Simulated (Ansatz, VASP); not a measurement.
# Al8H: VASP beside Ansatz

INCAR

```
ALGO     = Normal         # electronic algorithm
DIPOL    = 0.5 0.5 0.291
EDIFF    = 1E-6           # SCF threshold, eV
ENCUT    = 520            # plane-wave cutoff, eV
GGA      = PE             # functional
IDIPOL   = 3            
ISIF     = 2              # what is computed and relaxed
ISMEAR   = 0              # smearing method
LASPH    = True           # aspherical terms in the spheres
LCHARG   = False          # write CHGCAR
LDIPOL   = True         
LREAL    = Auto         
LWAVE    = False          # write WAVECAR
NBANDS   = 40             # bands
NELM     = 100            # most SCF steps
PREC     = Accurate       # precision mode
SIGMA    = 0.1            # smearing width, eV
```

KPOINTS

```
k-points
0
Gamma
  5 4 1
```

POSCAR

```
Al8H
1.0
    5.7143028096      0.0000000000      0.0000000000
    0.0000000000      8.0812445328      0.0000000000
    0.0000000000      0.0000000000     22.2437981863
Al H
16 2
Direct
    0.2500000000      0.2500000000      0.1798254042
    0.2500000000      0.7500000000      0.1798254042
    0.7500000000      0.2500000000      0.1798254042
    0.7500000000      0.7500000000      0.1798254042
    0.0000000000      0.0000000000      0.2440489550
    0.0000000000      0.5000000000      0.2440489550
    0.5000000000      0.0000000000      0.2440489550
    0.5000000000      0.5000000000      0.2440489550
    0.2500000000      0.2500000000      0.3102692916
    0.2500000000      0.7500000000      0.3102692916
    0.7500000000      0.2500000000      0.3102692916
    0.7500000000      0.7500000000      0.3102692916
    0.0000000000      0.0000000000      0.3706110853
    0.0000000000      0.5000000000      0.3706110853
    0.5000000000      0.0000000000      0.3706110853
    0.5000000000      0.5000000000      0.3706110853
    0.7500000000     -0.0464037437      0.4052274756
    0.7500000000      0.0464037437      0.4052274756
```

Input for Ansatz:

```yaml
crystal:
  lattice:
    - [5.7143028096, 0.0, 0.0]
    - [0.0, 8.0812445328, 0.0]
    - [0.0, 0.0, 22.2437981863]
  atoms:
    - { symbol: Al, position: [0.25, 0.25, 0.1798254042] }
    - { symbol: Al, position: [0.25, 0.75, 0.1798254042] }
    - { symbol: Al, position: [0.75, 0.25, 0.1798254042] }
    - { symbol: Al, position: [0.75, 0.75, 0.1798254042] }
    - { symbol: Al, position: [0.0, 0.0, 0.244048955] }
    - { symbol: Al, position: [0.0, 0.5, 0.244048955] }
    - { symbol: Al, position: [0.5, 0.0, 0.244048955] }
    - { symbol: Al, position: [0.5, 0.5, 0.244048955] }
    - { symbol: Al, position: [0.25, 0.25, 0.3102692916] }
    - { symbol: Al, position: [0.25, 0.75, 0.3102692916] }
    - { symbol: Al, position: [0.75, 0.25, 0.3102692916] }
    - { symbol: Al, position: [0.75, 0.75, 0.3102692916] }
    - { symbol: Al, position: [0.0, 0.0, 0.3706110853] }
    - { symbol: Al, position: [0.0, 0.5, 0.3706110853] }
    - { symbol: Al, position: [0.5, 0.0, 0.3706110853] }
    - { symbol: Al, position: [0.5, 0.5, 0.3706110853] }
    - { symbol: H, position: [0.75, -0.0464037437, 0.4052274756] }
    - { symbol: H, position: [0.75, 0.0464037437, 0.4052274756] }
basis:
  ecutwfc: 420
kpoints:
  mp_grid: { grid: [5, 4, 1] }
hamiltonian:
  xc: pbe
scf:
  occupations: { method: gaussian, width: 0.1 }
output:
  forces: true
  eigenvalues: true
efield:
  axis: 3
  dipole_correction: true
  ramp_width: 0.04
```

Alike in both runs: task single point; functional PBE; k mesh 5 × 4 × 1; occupations gaussian, width 0.1 eV; no spin polarisation.

|  | VASP | Ansatz |
| --- | --- | --- |
| version | VASP 6.6.1 | Ansatz 0.2.0 |
| potentials or method | VASP PAW PBE potentials, release 64 (Al, H), cutoff 520 eV | scalar-relativistic, plane waves, PAW |
| valence electrons in the cell | 50 | 50 |

Ansatz gave:

- gap on the k mesh at the Fermi level (eV): none
- rms of the force components (eV/Å): 1.149

Q: Which values does VASP return?

A: gap on the k mesh at the Fermi level (eV): none; rms of the force components (eV/Å): 1.147.

Atom by atom the forces differ by 0.003 eV/Å (rms over components). A gap of «none» marks a metal or a gap that the smearing closes. The functional is the same, so the differences come from potentials, cutoffs and numerics.
